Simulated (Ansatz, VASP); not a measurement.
**Two plane-wave programs on AlGa3As4**

```
Al As Ga
1.0
     4.05231    0.00000    0.00000
     0.00000    8.10017    0.00000
     0.00000    0.00000    5.72041
Al As Ga
1 4 3
Direct
  0.00000 0.00000 0.00095
  0.50000 0.00000 0.24994
  0.00000 0.24988 0.75023
  0.50000 0.50000 0.24926
  0.00000 0.75012 0.75023
  0.50000 0.25054 0.50004
  0.00000 0.50000 0.99930
  0.50000 0.74946 0.50004
```

Alike in both runs: task single point; functional r2SCAN; k mesh 6 × 4 × 4; no spin polarisation.

|  | VASP | Ansatz |
| --- | --- | --- |
| version | VASP 6.6.1 | Ansatz 0.2.0 |
| potentials or method | VASP PAW PBE potentials, release 64 (Al, As, Ga_d) | plane waves, PAW |
| plane-wave cutoff (eV) | 520 | 500 |
| occupations | gaussian, width 0.01 eV | fixed |
| valence electrons in the cell | 62 | 102 |

|  | VASP | Ansatz | Ansatz less VASP |
| --- | --- | --- | --- |
| gap on the k mesh at the Fermi level (eV) | 1.07 | 1.09 | +0.016 |
| pressure (GPa) | -2.0 | -2.0 | -0.04 |
| rms of the force components (eV/Å) | 0.007 | 0.002 | -0.0052 |

VASP's potentials were made for PBE, not for r2SCAN. VASP's potentials hold 62 valence electrons a cell and Ansatz's 102, so a difference there can come from the potentials and not from the codes.
